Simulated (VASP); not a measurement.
Wanted: the native input for a VASP 6.6.1 run.

* Task: single point
* Functional: PBE
* Potentials or basis: VASP PAW PBE potentials, release 64 (W_sv)
* Cutoff: 520 eV
* k mesh: 14 × 14 × 14
* Occupations: fermi-dirac, width 0.1 eV
* Spin: no spin polarisation
* Dipole correction: no
* Further INCAR settings: ALGO = Normal; EDIFF = 1e-07; NBANDS = 13

The structure of W lies in POSCAR:

```
W
1.0
   -1.5921723370      1.5921723370      1.5921723370
    1.5921723370     -1.5921723370      1.5921723370
    1.5921723370      1.5921723370     -1.5921723370
W
1
Direct
    0.0000000000      0.0000000000      0.0000000000
```

One way to write it, as run:

INCAR

```
SYSTEM = W
ALGO     = Normal         ! electronic algorithm
EDIFF    = 1E-7           ! SCF threshold, eV
ENCUT    = 520            ! plane-wave cutoff, eV
GGA      = PE             ! functional
ISIF     = 2              ! what is computed and relaxed
ISMEAR   = -1             ! smearing method
LASPH    = .True.         ! aspherical terms in the spheres
LCHARG   = .True.         ! write CHGCAR
LELF     = .True.         ! ELF
LREAL    = .False.        ! projectors in reciprocal space
LVHAR    = .True.       
LWAVE    = .False.        ! write WAVECAR
NBANDS   = 13             ! bands
NELM     = 100            ! most SCF steps
PREC     = Accurate       ! precision mode
SIGMA    = 0.1            ! smearing width, eV
```

KPOINTS

```
k-points
0
Gamma
  14 14 14
  0 0 0
```

Potentials or basis: VASP PAW PBE potentials, release 64 (W_sv).

Run with:

```sh
$ cat potpaw_PBE.64/W_sv/POTCAR > POTCAR
$ mpirun -np 1 vasp_std > vasp.out
```

Results of the run:

* Pressure: 0.5 GPa
* Band gap on the k mesh: zero (band 7 reaches 16.21 eV, above the bottom of band 8 at 9.98 eV)

Caveat: spin-orbit coupling is left out, which moves the levels of the heavy elements.

It took 46 s on 1 thread of AMD EPYC 7R13, on a shared host, peak memory 0.12 GiB.
